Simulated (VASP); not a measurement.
Crystal: ZnS.

```
CELL_PARAMETERS angstrom
3.84410 0.00000 0.00000
-1.92205 3.32909 0.00000
0.00000 0.00000 6.30448
ATOMIC_POSITIONS crystal
Zn 0.33333 0.66667 0.00026
Zn 0.66667 0.33333 0.50026
S 0.33333 0.66667 0.37474
S 0.66667 0.33333 0.87474
```

* Program: VASP 6.6.1
* Task: relaxation of cell and atoms
* Functional: PBEsol
* Potentials or basis: VASP PAW PBE potentials, release 64 (Zn, S)
* Cutoff: 600 eV
* k mesh: 12 × 12 × 4
* Occupations: fermi-dirac, width 0.02 eV
* Spin: no spin polarisation

At the start: pressure -3.2 GPa; volume 20.17 Å³/atom.

Problem. How do energy, volume and symmetry change on relaxing?

Solution. Over 9 steps the energy falls by 9.4 meV/atom and the volume is 19.27 Å³/atom (-4.4 %); space group P6_3mc (No. 186, to 0.05 Å).

The path:
```csv
step,energy change (eV),largest force (eV/Å),pressure (GPa),volume (Å³)
1,0.0000,0.0042,-3.25,80.68
2,-0.0337,0.0103,1.03,76.00
3,-0.0376,0.0065,0.03,77.07
4,-0.0376,0.0062,-0.02,77.14
5,-0.0376,0.0046,-0.05,77.14
6,-0.0376,0.0006,-0.03,77.14
7,-0.0376,0.0017,0.06,77.07
8,-0.0376,0.0004,-0.04,77.11
9,-0.0376,0.0010,0.01,77.10
```

Final structure:
```yaml
crystal:
  lattice:
    - [3.78522, 0.00000, 0.00000]
    - [-1.89261, 3.27810, 0.00000]
    - [0.00000, 0.00000, 6.21341]
  atoms:
    - { symbol: Zn, position: [0.33333, 0.66667, 0.00043] }
    - { symbol: Zn, position: [0.66667, 0.33333, 0.50043] }
    - { symbol: S, position: [0.33333, 0.66667, 0.37457] }
    - { symbol: S, position: [0.66667, 0.33333, 0.87457] }
```

Caveat: the PAW data sets were made with another functional, which shifts forces and pressure a little.
